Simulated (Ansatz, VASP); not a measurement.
## Two plane-wave programs on Mg7Se

```
Mg Se
1.0
     3.15000    0.00000    0.00000
    -1.57500    2.72798    0.00000
     0.00000    0.00000   16.30000
Mg Se
7 1
Direct
  0.33333 0.66667 0.37500
  0.00000 0.00000 0.50000
  0.66667 0.33333 0.62500
  0.66667 0.33333 0.87500
  0.00000 0.00000 0.75000
  0.33333 0.66667 0.12500
  0.00000 0.00000 0.25000
  0.00000 0.00000 0.00000
```

Alike in both runs: task relaxation of cell and atoms; functional PBE; k mesh 6 × 6 × 1; occupations gaussian, width 0.2 eV; no spin polarisation.

|  | VASP | Ansatz |
| --- | --- | --- |
| version | VASP 6.6.1 | Ansatz 0.2.0 |
| potentials or method | VASP PAW PBE potentials, release 64 (Mg, Se), cutoff 600 eV | scalar-relativistic, plane waves, PAW |
| valence electrons in the cell | 20 | 86 |

|  | VASP | Ansatz | Ansatz less VASP |
| --- | --- | --- | --- |
| gap on the k mesh at the Fermi level, each at its own relaxed structure (eV) | none | none | - |
| relaxed volume (Å³/atom) | 24.12 | 23.94 | -0.179 |
| relaxed cell length with the largest relative difference (Å) | 3.542 | 3.527 | -0.0150 |

A gap of «none» marks a metal or a gap that the smearing closes. VASP's potentials hold 20 valence electrons a cell and Ansatz's 86, so a difference there can come from the potentials and not from the codes.

The k mesh is coarse, so the values compare programs but aren't converged. Noted on VASP's run: the volume moved by over 15 % at a fixed basis, so the end points are rough.
